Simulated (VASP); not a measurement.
# CoSi (P4/mmm) in VASP: further runs

Runs on CoSi. Level: PBE. Tasks: single point.

Everything below comes from runs of VASP 6.6.1. Logs are shortened: lines on timing, memory, paths and dates and some standing lists are left out, and cuts for length are marked.

### 1 The cell of the first run

Symmetry: P4/mmm, No. 123, tetragonal system. Conventional cell: a = 2.617 Å, b = 2.617 Å, c = 3.136 Å, α = 90.00°, β = 90.00°, γ = 90.00°. Co (site symmetry 4/mmm) has 8 Si at 2.43 Å and 6 Co at 2.62 to 3.14 Å within 3.2 Å. Within 3.2 Å of Si (site symmetry 4/mmm) lie 8 Co at 2.43 Å and 6 Si at 2.62 to 3.14 Å.

### 2 Single point, PBE, collinear spin, ferromagnetic start

INCAR

```
SYSTEM = CoSi
PREC = Accurate ; ENCUT = 520
EDIFF = 1E-6 ; ISMEAR = 0
SIGMA = 0.1 ; LREAL = .False.
LASPH = .True. ; NELM = 150
ALGO = Normal ; ISIF = 2
LWAVE = .False. ; LCHARG = .False.
ISPIN = 2 ; MAGMOM = 2 2 0 0
LORBIT = 11 ; LMAXMIX = 4
GGA = PE ; NBANDS = 25
LUSENCCL = .False.
```

KPOINTS

```
regular mesh
0
Gamma
  16 16 16
  0 0 0
```

POSCAR

```
CoSi
1.0
    2.6168231338      0.0000000000      0.0000000000
    0.0000000000      2.6168231338      3.1358237220
    0.0000000000      0.0000000000      6.2716474440
Co Si
2 2
Direct
    0.0000000000      1.0000000000      0.0000000000
    0.0000000000      1.0000000000      0.5000000000
    0.5000000000      0.5000000000      1.0000000000
    0.5000000000      0.5000000000      0.5000000000
```

Potentials or basis: VASP PAW PBE potentials, release 64 (Co, Si).

On the command line:

```sh
$ cat potpaw_PBE.64/Co/POTCAR potpaw_PBE.64/Si/POTCAR > POTCAR
$ mpirun -np 1 vasp_std > vasp.out
```

OUTCAR:

```text
SYSTEM = CoSi
   PREC = Accurate
   ENCUT = 520
   EDIFF = 1E-6
   ISMEAR = 0
   LREAL = .False.
   LASPH = .True.
   NELM = 150
   ISIF = 2
   ISPIN = 2
   LORBIT = 11
   GGA = PE

 ion  position               nearest neighbor table
   1  0.000  0.000  0.000-   3 2.43   4 2.43   3 2.43   4 2.43   3 2.43   4 2.43   3 2.43   4 2.43
                             2 2.62   2 2.62
   2  0.000  0.000  0.500-   4 2.43   3 2.43   3 2.43   4 2.43   4 2.43   3 2.43   3 2.43   4 2.43
                             1 2.62   1 2.62
   3  0.500  0.500  0.000-   1 2.43   2 2.43   1 2.43   2 2.43   1 2.43   2 2.43   1 2.43   2 2.43
                             4 2.62   4 2.62   4 3.14   4 3.14
   4  0.500  0.500  0.500-   2 2.43   1 2.43   1 2.43   2 2.43   2 2.43   1 2.43   1 2.43   2 2.43
                             3 2.62   3 2.62   3 3.14   3 3.14

  LATTYP: Found a base centered orthorhombic cell.
 ALAT       =     5.2336462676
 B/A-ratio  =     1.1983323143
 C/A-ratio  =     0.5000000000

  Lattice vectors:

 A1 = (   0.0000000000,   2.6168231338,  -3.1358237220)
 A2 = (   0.0000000000,   2.6168231338,   3.1358237220)
 A3 = (   2.6168231338,   0.0000000000,   0.0000000000)

Analysis of symmetry for initial positions (statically):
=====================================================================
 Subroutine PRICEL returns following result:

  LATTYP: Found a simple tetragonal cell.
 ALAT       =     2.6168231338
 C/A-ratio  =     1.1983323143

  Lattice vectors:

 A1 = (   2.6168231338,   0.0000000000,   0.0000000000)
 A2 = (   0.0000000000,   2.6168231338,   0.0000000000)
 A3 = (   0.0000000000,   0.0000000000,   3.1358237220)

   2 primitive cells build up your supercell.

 Routine SETGRP: Setting up the symmetry group for a
 base centered orthorhombic supercell.

 Subroutine GETGRP returns: Found  8 space group operations
 (whereof  8 operations were pure point group operations)
 out of a pool of  8 trial point group operations.

The static configuration has the point symmetry D_2h.

Analysis of symmetry for dynamics (positions and initial velocities):
=====================================================================
 Subroutine PRICEL returns following result:

  LATTYP: Found a simple tetragonal cell.
 ALAT       =     2.6168231338
 C/A-ratio  =     1.1983323143

  Lattice vectors:

 A1 = (   2.6168231338,   0.0000000000,   0.0000000000)
 A2 = (   0.0000000000,   2.6168231338,   0.0000000000)
 A3 = (   0.0000000000,   0.0000000000,   3.1358237220)

   2 primitive cells build up your supercell.

 Routine SETGRP: Setting up the symmetry group for a
 base centered orthorhombic supercell.

 Subroutine GETGRP returns: Found  8 space group operations
 (whereof  8 operations were pure point group operations)
 out of a pool of  8 trial point group operations.

The dynamic configuration has the point symmetry D_2h.

Analysis of structural, dynamic, and magnetic symmetry:
=====================================================================
 Subroutine PRICEL returns following result:

  LATTYP: Found a simple tetragonal cell.
 ALAT       =     2.6168231338
 C/A-ratio  =     1.1983323143

  Lattice vectors:

 A1 = (   2.6168231338,   0.0000000000,   0.0000000000)
 A2 = (   0.0000000000,   2.6168231338,   0.0000000000)
 A3 = (   0.0000000000,   0.0000000000,   3.1358237220)

   2 primitive cells build up your supercell.

 Routine SETGRP: Setting up the symmetry group for a
 base centered orthorhombic supercell.

 Subroutine GETGRP returns: Found  8 space group operations
 (whereof  8 operations were pure point group operations)
 out of a pool of  8 trial point group operations.

The overall configuration has the point symmetry D_2h.

 Subroutine INISYM returns: Found  8 space group operations
 (whereof  8 operations are pure point group operations),
 and found     2 'primitive' translations

----------------------------------------------------------------------------------------

                                     Primitive cell

  volume of cell :      21.4734

  direct lattice vectors                    reciprocal lattice vectors
     2.616823134  0.000000000  0.000000000     0.382142754  0.000000000  0.000000000
     0.000000000  2.616823134  0.000000000     0.000000000  0.382142754  0.000000000
     0.000000000  0.000000000  3.135823722     0.000000000  0.000000000  0.318895476

  length of vectors
     2.616823134  2.616823134  3.135823722     0.382142754  0.382142754  0.318895476

  position of ions in fractional coordinates (direct lattice)
     0.000000000  0.000000000  0.000000000
     0.500000000  0.500000000  0.500000000

  ion indices of the primitive-cell ions
   primitive index   ion index
                 1           1
                 2           3

----------------------------------------------------------------------------------------

 KPOINTS: regular mesh

Automatic generation of k-mesh.
 Grid dimensions read from file:
 generate k-points for:   16   16   16

 Generating k-lattice:

  Cartesian coordinates                     Fractional coordinates (reciprocal lattice)
     0.023883922  0.000000000  0.000000000     0.062500000  0.000000000  0.000000000
     0.000000000  0.023883922  0.000000000     0.000000000  0.062500000  0.000000000
     0.000000000 -0.011941961  0.009965484     0.000000000  0.000000000  0.062500000

  Length of vectors
     0.023883922  0.023883922  0.015553819

  Shift w.r.t. Gamma in fractional coordinates (k-lattice)
     0.000000000  0.000000000  0.000000000

 Subroutine IBZKPT returns following result:
 ===========================================

 Found    657 irreducible k-points:

 Following reciprocal coordinates:
            Coordinates               Weight
  0.000000  0.000000  0.000000      1.000000
  0.062500  0.000000  0.000000      2.000000
  0.125000  0.000000  0.000000      2.000000
  0.187500  0.000000  0.000000      2.000000
  0.250000  0.000000  0.000000      2.000000
  0.312500  0.000000  0.000000      2.000000
[... 16 lines left out ...]
  0.250000  0.125000  0.000000      4.000000
  0.312500  0.125000  0.000000      4.000000
 [... further k-points ...]
   k-points           NKPTS =    657   k-points in BZ     NKDIM =    657   number of bands    NBANDS=     25
   number of dos      NEDOS =    301   number of ions     NIONS =      4
   total plane-waves  NPLWV =  28800
   dimension x,y,z NGX =    20 NGY =   30 NGZ =   48
   dimension x,y,z NGXF=    40 NGYF=   60 NGZF=   96
   ions per type =               2   2
   NGX,Y,Z   is equivalent  to a cutoff of  12.71, 12.21, 12.72 a.u.
   NGXF,Y,Z  is equivalent  to a cutoff of  25.41, 24.42, 25.45 a.u.
 SYSTEM =  CoSi
   PREC   = accura    normal or accurate (medium, high low for compatibility)
   ISTART =      0    job   : 0-new  1-cont  2-samecut
   ICHARG =      2    charge: 1-file 2-atom 10-const
   ISPIN  =      2    spin polarized calculation?
   LNONCOLLINEAR =      F non collinear calculations
   LSORBIT =      F    spin-orbit coupling
   LASPH  =      T    aspherical Exc in radial PAW
   ENCUT  =  520.0 eV  38.22 Ry    6.18 a.u.   4.87  7.59 11.66*2*pi/ulx,y,z
   NELM   =    150;   NELMIN=  2; NELMDL= -5     # of ELM steps
   EDIFF  = 0.1E-05   stopping-criterion for ELM
   LREAL  =      F    real-space projection
   EDIFFG = 0.1E-04   stopping-criterion for IOM
   NSW    =      0    number of steps for IOM
   IBRION =     -1    ionic relax: 0-MD 1-quasi-New 2-CG
   NFREE  =      0    steps in history (QN), initial steepest desc. (CG)
   ISIF   =      2    stress and relaxation
   ISYM   =      2    0-nonsym 1-usesym 2-fastsym
   POTIM  = 0.5000    time-step for ionic-motion
   TEBEG  =    0.0;   TEEND  =   0.0 temperature during run
   PSTRESS=    0.0 pullay stress
   NELECT =      26.0000    total number of electrons
   NUPDOWN=      -1.0000    fix difference up-down
   EMIN   =  10.00;   EMAX   =-10.00  energy-range for DOS
   EFERMI =   0.00;   METHOD = LEGACY
   ISMEAR =     0;   SIGMA  =   0.10  broadening in eV -4-tet -1-fermi 0-gaus
   EFERMI_NEDOS =   21; number of points for ismear=-14 and -15
   IALGO  =     38    algorithm
   IMIX   =      4    mixing-type and parameters
     AMIX     =   0.40;   BMIX     =  1.00
     AMIX_MAG =   1.60;   BMIX_MAG =  1.00
  volume/ion in A,a.u.               =      10.74        72.45
  Fermi-wavevector in a.u.,A,eV,Ry     =   1.384913  2.617106 26.095756  1.917984
  Thomas-Fermi vector in A             =   2.509373
   LORBIT       =     11    0 simple, 1 ext, 2 COOP (PROOUT), +10 PAW based schemes
   GGA     = PE    functional components
   LHFCALC =     F    Hartree Fock is set to
   AEXX    =    0.0000 exact exchange contribution
   IVDW    =     0    specifies the selected vdW correction
   LEPSILON=     F    determine dielectric tensor
   LRPA    =     F    only Hartree local field effects (RPA)
 spin polarized calculation
 Gauss-broadening in eV      SIGMA  =   0.10
  energy-cutoff  :      520.00
  volume of cell :       42.95
 maximum number of plane-waves:      1182
 NGX is ok and might be reduce to    20
   NGX =  9   NGY = 15   NGZ = 23

 number of electron      25.9999993 magnetization       0.4984443

 Free energy of the ion-electron system (eV)
  ---------------------------------------------------
  ext. energy  EPLUGINS =         0.00000000
  ---------------------------------------------------
  free energy    TOTEN  =       -26.55768530 eV

  energy without entropy =      -26.54239486  energy(sigma->0) =      -26.55004008

 E-fermi :  12.7621     XC(G=0): -12.9513

 val. band max:       12.7615800198   @ k =   0.4375   0.0625   0.1875
 cond. band min:      12.7623650027   @ k =   0.3750   0.2500   0.5000
 fundamental gap:      0.0007849829
 Fermi energy:        12.7621239658

 spin component 1

 k-point     1 :       0.0000    0.0000    0.0000
  band No.  band energies     occupation
      1      -1.4781      1.00000
      2       4.0538      1.00000
      3       6.6246      1.00000
      4       8.0561      1.00000
      5       8.6694      1.00000
      6       8.6839      1.00000
[... 17 lines left out ...]
     24      27.6949      0.00000
     25      29.1061      0.00000

 k-point     2 :       0.0625    0.0000    0.0000
  band No.  band energies     occupation
      1      -1.3930      1.00000
      2       4.1238      1.00000
      3       6.6404      1.00000
      4       8.0129      1.00000
      5       8.7024      1.00000
      6       8.7823      1.00000
[... 17 lines left out ...]
     24      27.2341      0.00000
     25      27.5996      0.00000
[... 586 lines left out ...]
     24      26.1348      0.00000
     25      27.0908      0.00000

 k-point    24 :       0.3125    0.1250    0.0000
  band No.  band energies     occupation
      1       0.9131      1.00000
      2       4.7658      1.00000
      3       7.2682      1.00000
      4       7.5234      1.00000
      5       7.5656      1.00000
      6       9.4355      1.00000
[... 17 lines left out ...]
     24      25.4498      0.00000
     25      26.4177      0.00000

 [... further k-points ...]

 spin component 2

 k-point     1 :       0.0000    0.0000    0.0000
  band No.  band energies     occupation
      1      -1.4825      1.00000
      2       4.0776      1.00000
      3       6.6238      1.00000
      4       8.0380      1.00000
      5       8.8616      1.00000
      6       8.9256      1.00000
[... 17 lines left out ...]
     24      27.7230      0.00000
     25      29.1023      0.00000

 k-point     2 :       0.0625    0.0000    0.0000
  band No.  band energies     occupation
      1      -1.3973      1.00000
      2       4.1480      1.00000
      3       6.6416      1.00000
      4       8.0000      1.00000
      5       8.8950      1.00000
      6       9.0266      1.00000
[... 17 lines left out ...]
     24      27.2269      0.00000
     25      27.6057      0.00000
[... 586 lines left out ...]
     24      26.1492      0.00000
     25      27.1118      0.00000

 k-point    24 :       0.3125    0.1250    0.0000
  band No.  band energies     occupation
      1       0.9098      1.00000
      2       4.7860      1.00000
      3       7.2926      1.00000
      4       7.6121      1.00000
      5       7.6352      1.00000
      6       9.6496      1.00000
[... 17 lines left out ...]
     24      25.4741      0.00000
     25      26.4394      0.00000

 [... further k-points ...]
[... 5 lines left out ...]
  --------------------------------------------------------------------------------------
  -------------------------------------------------------------------------------------
  Total        0.1907722      0.1954577     -0.3361642      0.0000000      0.0000000      0.0000000
  in kB        7.1169742      7.2917707    -12.5409849      0.0000000      0.0000000      0.0000000
  external PRESSURE =       0.6225867 kB  Pullay stress =       0.0000000 kB

 VOLUME and BASIS-vectors are now :
 -----------------------------------------------------------------------------
  energy-cutoff  :      520.00
  volume of cell :       42.95
      direct lattice vectors                 reciprocal lattice vectors
     2.616823134  0.000000000  0.000000000     0.382142754  0.000000000  0.000000000
     0.000000000  2.616823134  3.135823722     0.000000000  0.382142754  0.000000000
     0.000000000  0.000000000  6.271647444     0.000000000 -0.191071377  0.159447738

 POSITION                                       TOTAL-FORCE (eV/Angst)
 -----------------------------------------------------------------------------------
      0.00000      0.00000      0.00000         0.000000      0.000000     -0.000000
      0.00000      0.00000      3.13582         0.000000     -0.000000      0.000000
      1.30841      1.30841      1.56791        -0.000000      0.000000     -0.000000
      1.30841      1.30841      4.70374        -0.000000      0.000000     -0.000000
 -----------------------------------------------------------------------------------
    total drift:                               -0.000000     -0.000000      0.000000

  FREE ENERGIE OF THE ION-ELECTRON SYSTEM (eV)
  ---------------------------------------------------
  free  energy   TOTEN  =       -26.5576852957 eV

  energy  without entropy=      -26.5423948552  energy(sigma->0) =      -26.55004008

 total charge

# of ion       s       p       d       tot
------------------------------------------
    1        0.447   0.590   7.566   8.603
    2        0.447   0.590   7.566   8.603
    3        0.702   0.877   0.000   1.579
    4        0.702   0.877   0.000   1.579
--------------------------------------------------
tot          2.297   2.935  15.133  20.364

 magnetization (x)

# of ion       s       p       d       tot
------------------------------------------
    1       -0.001  -0.002   0.262   0.258
    2       -0.001  -0.002   0.262   0.258
    3       -0.001   0.003   0.000   0.002
    4       -0.001   0.003   0.000   0.002
--------------------------------------------------
tot         -0.004   0.001   0.524   0.521
```

Wall time 12 min (1 × NVIDIA H100 80GB with 1 thread of AMD EPYC 7R13 (Zen 3), shared host); peak memory 2 GiB.

Results:

```
Free energy                                           : -26.5577 eV
Pressure                                              : 0.1 GPa
Net moment                                            : 0.50 μB per cell
Site moments                                          : Co +0.26; Si +0.00 μB
Valence electrons inside the program's atomic spheres : Co 8.60; Si 1.58
```

### 3 Single point, PBE, collinear spin, antiferromagnetic start

INCAR

```
SYSTEM = CoSi
ALGO = Normal
EDIFF = 1E-6
ENCUT = 520
GGA = PE
ISIF = 2
ISMEAR = 0
ISPIN = 2
LASPH = .True.
LCHARG = .False.
LMAXMIX = 4
LORBIT = 11
LREAL = .False.
LUSENCCL = .False.
LWAVE = .False.
MAGMOM = 2 -2 0 0
NBANDS = 25
NELM = 150
PREC = Accurate
SIGMA = 0.1
```

KPOINTS

```
k-points
0
Gamma
  16 16 16
  0 0 0
```

POSCAR is that of step 2.

Potentials or basis: VASP PAW PBE potentials, release 64 (Co, Si).

On the command line:

```sh
$ cat potpaw_PBE.64/Co/POTCAR potpaw_PBE.64/Si/POTCAR > POTCAR
$ mpirun -np 1 vasp_std > vasp.out
```

Wall time 14 min (1 × NVIDIA H100 80GB with 1 thread of AMD EPYC 7R13 (Zen 3), shared host); peak memory 2 GiB.

It converged, with:

```
Free energy                                           : -26.5526 eV
Pressure                                              : -0.2 GPa
Band gap on the k mesh                                : zero (filled and empty bands overlap)
Net moment                                            : 0.00 μB per cell
Valence electrons inside the program's atomic spheres : Co 8.60; Si 1.58
```

Levels at points of the mesh, in eV from the Fermi level:
Spin up:
```
           k point  band 10  band 11  band 12  band 13  band 14  band 15  band 16  band 17
(0.00, 0.00, 0.00)    -1.40    -1.40    -1.02    -0.88    -0.65     1.17     1.84     5.25
(0.50, 0.00, 0.00)    -1.17    -0.85    -0.19     0.23     0.98     1.78     1.78     2.80
(0.00, 0.50, 0.00)    -2.02    -1.32    -1.17    -0.83     0.23     5.91     6.14     6.43
(0.50, 0.50, 0.00)    -2.76    -1.85    -1.62    -1.02    -0.20     1.17     1.84     1.86
(0.00, 0.00, 0.50)    -1.61    -1.41    -1.41    -0.39    -0.39     1.59     1.60     7.83
(0.50, 0.00, 0.50)    -2.19    -1.57    -1.57     0.11     0.11     2.69     2.69     4.28
```
Spin down:
| k point | band 9 | band 10 | band 11 | band 12 | band 13 | band 14 | band 15 | band 16 | band 17 | band 18 |
| --- | --- | --- | --- | --- | --- | --- | --- | --- | --- | --- |
| (0.00, 0.00, 0.00) | -1.62 | -1.40 | -1.40 | -1.02 | -0.88 | -0.65 | 1.17 | 1.84 | 5.25 | 5.25 |
| (0.50, 0.00, 0.00) | -1.36 | -1.17 | -0.85 | -0.19 | 0.23 | 0.98 | 1.78 | 1.78 | 2.80 | 2.80 |
| (0.00, 0.50, 0.00) | -2.06 | -2.02 | -1.32 | -1.17 | -0.83 | 0.23 | 5.91 | 6.14 | 6.43 | 6.79 |
| (0.50, 0.50, 0.00) | -2.76 | -2.76 | -1.85 | -1.62 | -1.02 | -0.20 | 1.17 | 1.84 | 1.86 | 3.02 |
| (0.00, 0.00, 0.50) | -1.61 | -1.61 | -1.41 | -1.41 | -0.39 | -0.39 | 1.59 | 1.60 | 7.83 | 7.83 |
| (0.50, 0.00, 0.50) | -2.19 | -2.19 | -1.57 | -1.57 | 0.11 | 0.11 | 2.69 | 2.69 | 4.28 | 4.28 |

Caveat: the moments typed at the start vanished in this run.

(Part 1 of 2 ends here.)
